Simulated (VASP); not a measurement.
# Ir (Fm-3m) in VASP: single point with PBEsol

Aim: the single point of Ir with PBEsol.

All numbers are computed with VASP 6.6.1; they aren't measurements. Logs are shortened: lines on timing, memory, paths and dates and some standing lists are left out, and cuts for length are marked.

## (1) The cell of the first run

Symmetry: Fm-3m, No. 225, cubic system. The conventional cell has a = 3.830 Å, b = 3.830 Å, c = 3.830 Å, α = 90.00°, β = 90.00°, γ = 90.00°. Ir (site symmetry m-3m) has 12 Ir at 2.71 Å within 3.6 Å.

## (2) Single point, PBEsol

INCAR reads:

```
  PREC = Accurate
  ENCUT = 500
  EDIFF = 1E-6
  ISMEAR = 0
  SIGMA = 0.1
  LREAL = False
  LASPH = True
  NELM = 120
  ALGO = Normal
  ISIF = 2
  LWAVE = False
  LCHARG = False
  GGA = PS
  NBANDS = 10
  GGA_COMPAT = False
```

KPOINTS reads:

```
Automatic mesh
0
Gamma
  18 18 18
```

POSCAR reads:

```
Ir
1.0
    0.0000000000      1.9150345144      1.9150345144
    1.9150345144      0.0000000000      1.9150345144
    1.9150345144      1.9150345144      0.0000000000
Ir
1
Direct
    0.0000000000      0.0000000000      0.0000000000
```

Potentials or basis: VASP PAW PBE potentials, release 64 (Ir).

Launch:

```bash
$ cat potpaw_PBE.64/Ir/POTCAR > POTCAR
$ mpirun -np 1 vasp_std > vasp.out
```

OUTCAR:

```text
PREC = Accurate
   ENCUT = 500
   EDIFF = 1E-6
   ISMEAR = 0
   LREAL = False
   LASPH = True
   NELM = 120
   ISIF = 2
   GGA = PS

 ion  position               nearest neighbor table
   1  0.000  0.000  0.000-

  LATTYP: Found a face centered cubic cell.
 ALAT       =     3.8300690288

  Lattice vectors:

 A1 = (   0.0000000000,   1.9150345144,   1.9150345144)
 A2 = (   1.9150345144,   0.0000000000,   1.9150345144)
 A3 = (   1.9150345144,   1.9150345144,   0.0000000000)

Analysis of symmetry for initial positions (statically):
=====================================================================
 Subroutine PRICEL returns:
 Original cell was already a primitive cell.

 Routine SETGRP: Setting up the symmetry group for a
 face centered cubic supercell.

 Subroutine GETGRP returns: Found 48 space group operations
 (whereof 48 operations were pure point group operations)
 out of a pool of 48 trial point group operations.

The static configuration has the point symmetry O_h .

Analysis of symmetry for dynamics (positions and initial velocities):
=====================================================================
 Subroutine PRICEL returns:
 Original cell was already a primitive cell.

 Routine SETGRP: Setting up the symmetry group for a
 face centered cubic supercell.

 Subroutine GETGRP returns: Found 48 space group operations
 (whereof 48 operations were pure point group operations)
 out of a pool of 48 trial point group operations.

The dynamic configuration has the point symmetry O_h .

 Subroutine INISYM returns: Found 48 space group operations
 (whereof 48 operations are pure point group operations),
 and found     1 'primitive' translations

----------------------------------------------------------------------------------------

                                     Primitive cell

  volume of cell :      14.0462

  direct lattice vectors                    reciprocal lattice vectors
     0.000000000  1.915034514  1.915034514    -0.261091900  0.261091900  0.261091900
     1.915034514  0.000000000  1.915034514     0.261091900 -0.261091900  0.261091900
     1.915034514  1.915034514  0.000000000     0.261091900  0.261091900 -0.261091900

  length of vectors
     2.708267783  2.708267783  2.708267783     0.452224436  0.452224436  0.452224436

  position of ions in fractional coordinates (direct lattice)
     0.000000000  0.000000000  0.000000000

  ion indices of the primitive-cell ions
   primitive index   ion index
                 1           1

----------------------------------------------------------------------------------------

 KPOINTS: Automatic mesh

Automatic generation of k-mesh.
 Grid dimensions read from file:
 generate k-points for:   18   18   18

 Generating k-lattice:

  Cartesian coordinates                     Fractional coordinates (reciprocal lattice)
    -0.014505106  0.014505106  0.014505106     0.055555556  0.000000000  0.000000000
     0.014505106 -0.014505106  0.014505106     0.000000000  0.055555556  0.000000000
     0.014505106  0.014505106 -0.014505106     0.000000000  0.000000000  0.055555556

  Length of vectors
     0.025123580  0.025123580  0.025123580

  Shift w.r.t. Gamma in fractional coordinates (k-lattice)
     0.000000000  0.000000000  0.000000000

 Subroutine IBZKPT returns following result:
 ===========================================

 Found    195 irreducible k-points:

 Following reciprocal coordinates:
            Coordinates               Weight
  0.000000  0.000000  0.000000      1.000000
  0.055556  0.000000  0.000000      8.000000
  0.111111  0.000000  0.000000      8.000000
  0.166667  0.000000  0.000000      8.000000
  0.222222  0.000000  0.000000      8.000000
  0.277778  0.000000  0.000000      8.000000
[... 16 lines left out ...]
 -0.277778  0.055556  0.000000     24.000000
 -0.222222  0.055556  0.000000     24.000000
 [... further k-points ...]
   k-points           NKPTS =    195   k-points in BZ     NKDIM =    195   number of bands    NBANDS=     10
   number of dos      NEDOS =    301   number of ions     NIONS =      1
   total plane-waves  NPLWV =   8000
   dimension x,y,z NGX =    20 NGY =   20 NGZ =   20
   dimension x,y,z NGXF=    40 NGYF=   40 NGZF=   40
   ions per type =               1
   NGX,Y,Z   is equivalent  to a cutoff of  12.28, 12.28, 12.28 a.u.
   NGXF,Y,Z  is equivalent  to a cutoff of  24.55, 24.55, 24.55 a.u.
 SYSTEM =  unknown system
   PREC   = accura    normal or accurate (medium, high low for compatibility)
   ISTART =      0    job   : 0-new  1-cont  2-samecut
   ICHARG =      2    charge: 1-file 2-atom 10-const
   ISPIN  =      1    spin polarized calculation?
   LNONCOLLINEAR =      F non collinear calculations
   LSORBIT =      F    spin-orbit coupling
   LASPH  =      T    aspherical Exc in radial PAW
   ENCUT  =  500.0 eV  36.75 Ry    6.06 a.u.   4.94  4.94  4.94*2*pi/ulx,y,z
   NELM   =    120;   NELMIN=  2; NELMDL= -5     # of ELM steps
   EDIFF  = 0.1E-05   stopping-criterion for ELM
   LREAL  =      F    real-space projection
   EDIFFG = 0.1E-04   stopping-criterion for IOM
   NSW    =      0    number of steps for IOM
   IBRION =     -1    ionic relax: 0-MD 1-quasi-New 2-CG
   NFREE  =      0    steps in history (QN), initial steepest desc. (CG)
   ISIF   =      2    stress and relaxation
   ISYM   =      2    0-nonsym 1-usesym 2-fastsym
   POTIM  = 0.5000    time-step for ionic-motion
   TEBEG  =    0.0;   TEEND  =   0.0 temperature during run
   PSTRESS=    0.0 pullay stress
   NELECT =       9.0000    total number of electrons
   NUPDOWN=      -1.0000    fix difference up-down
   EMIN   =  10.00;   EMAX   =-10.00  energy-range for DOS
   EFERMI =   0.00;   METHOD = LEGACY
   ISMEAR =     0;   SIGMA  =   0.10  broadening in eV -4-tet -1-fermi 0-gaus
   EFERMI_NEDOS =   21; number of points for ismear=-14 and -15
   IALGO  =     38    algorithm
   IMIX   =      4    mixing-type and parameters
     AMIX     =   0.40;   BMIX     =  1.00
     AMIX_MAG =   1.60;   BMIX_MAG =  1.00
  volume/ion in A,a.u.               =      14.05        94.79
  Fermi-wavevector in a.u.,A,eV,Ry     =   1.411353  2.667071 27.101690  1.991918
  Thomas-Fermi vector in A             =   2.533213
   LORBIT       =      0    0 simple, 1 ext, 2 COOP (PROOUT), +10 PAW based schemes
   GGA     = PS    functional components
   LHFCALC =     F    Hartree Fock is set to
   AEXX    =    0.0000 exact exchange contribution
   IVDW    =     0    specifies the selected vdW correction
   LEPSILON=     F    determine dielectric tensor
   LRPA    =     F    only Hartree local field effects (RPA)
 non-spin polarized calculation
 Gauss-broadening in eV      SIGMA  =   0.10
  energy-cutoff  :      500.00
  volume of cell :       14.05
 maximum number of plane-waves:       368
   NGX =  9   NGY =  9   NGZ =  9

 number of electron       9.0000000 magnetization

 Free energy of the ion-electron system (eV)
  ---------------------------------------------------
  ext. energy  EPLUGINS =         0.00000000
  ---------------------------------------------------
  free energy    TOTEN  =        -9.82322308 eV

  energy without entropy =       -9.81819947  energy(sigma->0) =       -9.82071127

 E-fermi :  10.4087     XC(G=0): -14.1437

 val. band max:       10.4015690774   @ k =   0.5000   0.2222   0.1111
 cond. band min:      10.4183576872   @ k =   0.3333   0.1111   0.0556
 fundamental gap:      0.0167886099
 Fermi energy:        10.4087085415

 k-point     1 :       0.0000    0.0000    0.0000
  band No.  band energies     occupation
      1      -0.8975      2.00000
      2       6.4249      2.00000
      3       6.4249      2.00000
      4       6.4249      2.00000
      5       9.1719      2.00000
      6       9.1719      2.00000
      7      24.6753      0.00000
      8      30.2920      0.00000
      9      30.2920      0.00000
     10      30.2920      0.00000

 k-point     2 :       0.0556    0.0000    0.0000
  band No.  band energies     occupation
      1      -0.7588      2.00000
      2       6.3496      2.00000
      3       6.4858      2.00000
      4       6.4858      2.00000
      5       9.1318      2.00000
      6       9.1318      2.00000
      7      24.9172      0.00000
      8      29.5386      0.00000
      9      30.5213      0.00000
     10      30.5213      0.00000

 k-point     3 :       0.1111    0.0000    0.0000
  band No.  band energies     occupation
      1      -0.3568      2.00000
      2       6.1563      2.00000
      3       6.6453      2.00000
      4       6.6453      2.00000
      5       9.0443      2.00000
      6       9.0443      2.00000
      7      25.5815      0.00000
      8      28.0732      0.00000
      9      31.1879      0.00000
     10      31.1879      0.00000

 k-point     4 :       0.1667    0.0000    0.0000
  band No.  band energies     occupation
      1       0.2591      2.00000
      2       5.9371      2.00000
      3       6.8249      2.00000
      4       6.8249      2.00000
      5       9.0094      2.00000
      6       9.0094      2.00000
      7      26.2659      0.00000
      8      26.7238      0.00000
      9      32.2286      0.00000
     10      32.2286      0.00000
[... 222 lines left out ...]
 k-point    22 :      -0.3333    0.0556    0.0000
  band No.  band energies     occupation
      1       2.2011      2.00000
      2       6.5235      2.00000
      3       6.6667      2.00000
      4       6.9290      2.00000
      5       9.9938      2.00000
      6      10.9091      0.00000
      7      21.1200      0.00000
      8      25.7082      0.00000
      9      31.1560      0.00000
     10      33.2377      0.00000

 k-point    23 :      -0.2778    0.0556    0.0000
  band No.  band energies     occupation
      1       1.9131      2.00000
      2       6.0897      2.00000
      3       6.7407      2.00000
      4       6.8508      2.00000
      5       9.3607      2.00000
      6      10.2913      1.90321
      7      22.9157      0.00000
      8      26.7287      0.00000
      9      32.2146      0.00000
     10      34.2141      0.00000

 k-point    24 :      -0.2222    0.0556    0.0000
  band No.  band energies     occupation
      1       1.3357      2.00000
      2       5.7448      2.00000
      3       6.8899      2.00000
      4       6.9838      2.00000
      5       8.8706      2.00000
      6       9.7446      2.00000
      7      24.5326      0.00000
      8      27.3646      0.00000
      9      32.4852      0.00000
     10      33.7091      0.00000

 [... further k-points ...]

------------------------ aborting loop because EDIFF is reached ----------------------------------------

  FORCE on cell =-STRESS in cart. coord.  units (eV):
  Direction    XX          YY          ZZ          XY          YZ          ZX
  --------------------------------------------------------------------------------------
  -------------------------------------------------------------------------------------
  Total        0.0897016      0.0897016      0.0897016      0.0000000      0.0000000      0.0000000
  in kB       10.2317741     10.2317741     10.2317741      0.0000000      0.0000000      0.0000000
  external PRESSURE =      10.2317741 kB  Pullay stress =       0.0000000 kB

 VOLUME and BASIS-vectors are now :
 -----------------------------------------------------------------------------
  energy-cutoff  :      500.00
  volume of cell :       14.05
      direct lattice vectors                 reciprocal lattice vectors
     0.000000000  1.915034514  1.915034514    -0.261091900  0.261091900  0.261091900
     1.915034514  0.000000000  1.915034514     0.261091900 -0.261091900  0.261091900
     1.915034514  1.915034514  0.000000000     0.261091900  0.261091900 -0.261091900

 POSITION                                       TOTAL-FORCE (eV/Angst)
 -----------------------------------------------------------------------------------
      0.00000      0.00000      0.00000         0.000000      0.000000     -0.000000
 -----------------------------------------------------------------------------------
    total drift:                                0.000000      0.000000     -0.000000

  FREE ENERGIE OF THE ION-ELECTRON SYSTEM (eV)
  ---------------------------------------------------
  free  energy   TOTEN  =        -9.8232230790 eV

  energy  without entropy=       -9.8181994672  energy(sigma->0) =       -9.82071127
```

Wall time 42 s (1 thread of Intel Xeon 8259CL, shared host); peak memory 0.15 GiB.

What came out:

```
Free energy            : -9.8232 eV
Pressure               : 1.0 GPa
Band gap on the k mesh : zero (an odd number of electrons rules out a gap without spin polarisation)
```

Levels at points of the mesh, in eV from the Fermi level:
| k point | band 1 | band 2 | band 3 | band 4 | band 5 | band 6 | band 7 | band 8 | band 9 |
| --- | --- | --- | --- | --- | --- | --- | --- | --- | --- |
| (0.00, 0.00, 0.00) | -11.31 | -3.98 | -3.98 | -3.98 | -1.24 | -1.24 | 14.27 | 19.88 | 19.88 |
| (0.50, 0.00, 0.00) | -8.26 | -4.08 | -4.08 | -0.88 | 0.88 | 0.88 | 7.26 | 13.80 | 19.78 |
| (0.50, 0.50, 0.00) | -8.06 | -7.48 | 0.86 | 1.46 | 1.46 | 1.61 | 10.52 | 11.66 | 11.66 |

Caveat: the PAW data sets were made with another functional, which shifts forces and pressure a little; spin-orbit coupling is left out, which moves the levels of the heavy elements.
